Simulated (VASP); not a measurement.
Crystal: Ni.

```
Ni
1.0
     0.00000    1.70083    1.70083
     1.70083    0.00000    1.70083
     1.70083    1.70083    0.00000
Ni
1
Direct
  0.00000 0.00000 0.00000
```

This cell differs from its parent crystal: volume scaled by 0.980.

Base run:

| Item | Value |
| --- | --- |
| Program | VASP 6.6.1 |
| Functional | LDA |
| Potentials or basis | VASP PAW LDA potentials, release 64 (Ni_sv_GW) |
| Cutoff | 590 eV |
| k mesh | 22 × 22 × 22 |
| Occupations | gaussian, width 0.05 eV |
| Spin | collinear spin, ferromagnetic start |
| Starting moments | [0.72] μB |

Its results: pressure 1.3 GPa; net moment 0.58 μB per cell; site moments Ni +0.60 μB.

**Question.** The run is repeated on the same cell with these changes: potentials or basis from VASP PAW LDA potentials, release 64 (Ni_sv_GW) to VASP PAW LDA potentials, release 64 (Ni); cutoff from 590 eV to 520 eV; further incar settings from ALGO = Normal; EDIFF = 1e-06; NBANDS = 19 to ALGO = Normal; EDIFF = 1e-07; NBANDS = 15; valence electrons from 18 to 10. What comes out?

**Answer.** Pressure 4.7 GPa; net moment 0.55 μB per cell; site moments Ni +0.55 μB.
